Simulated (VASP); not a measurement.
A run of VASP 6.6.1:

Contents of POSCAR:

```
GaP
1.0
    0.0000000000      2.6471803359      2.7253992957
    2.6471803359      0.0000000000      2.7253992957
    2.6471803359      2.6471803359      0.0000000000
Ga P
1 1
Direct
    0.0000000000      0.0000000000      0.0000000000
    0.2500000000      0.2500000000      0.2500000000
```

Contents of INCAR.step1:

```
SYSTEM = GaP
PREC = Accurate
ENCUT = 520
ISMEAR = 0
SIGMA = 0.01
LREAL = .False.
LASPH = .True.
NELM = 60
NBANDS = 16
GGA = PE
ALGO = Normal
EDIFF = 1E-4
LWAVE = .True.
LCHARG = .False.
```

Contents of INCAR.step2:

```
SYSTEM = GaP
PREC = Accurate
ENCUT = 520
EDIFF = 1E-6
ISMEAR = 0
SIGMA = 0.01
LREAL = .False.
LASPH = .True.
NELM = 60
ALGO = Normal
ISIF = 2
LWAVE = .False.
LCHARG = .False.
METAGGA = R2SCAN
LMIXTAU = .True.
NBANDS = 16
ISTART = 1
```

The input KPOINTS:

```
Automatic mesh
0
Gamma
  8 8 8
  0 0 0
```

Potentials or basis: VASP PAW PBE potentials, release 64 (Ga_d, P).

Run with:

```bash
$ cat potpaw_PBE.64/Ga_d/POTCAR potpaw_PBE.64/P/POTCAR > POTCAR
$ cp INCAR.step1 INCAR
$ mpirun -np 1 vasp_std > vasp.out
$ cp INCAR.step2 INCAR
$ mpirun -np 1 vasp_std > vasp.out
```

Hardware: 1 thread of AMD EPYC 9R45 96-Core Processor (Zen 5), on a shared host.

Question: How long does it take, and how much memory?

Answer: Wall time 73 s on 1 thread of AMD EPYC 9R45 96-Core Processor (Zen 5), on a shared host, peak memory 0.15 GiB. Counts: k points 59.
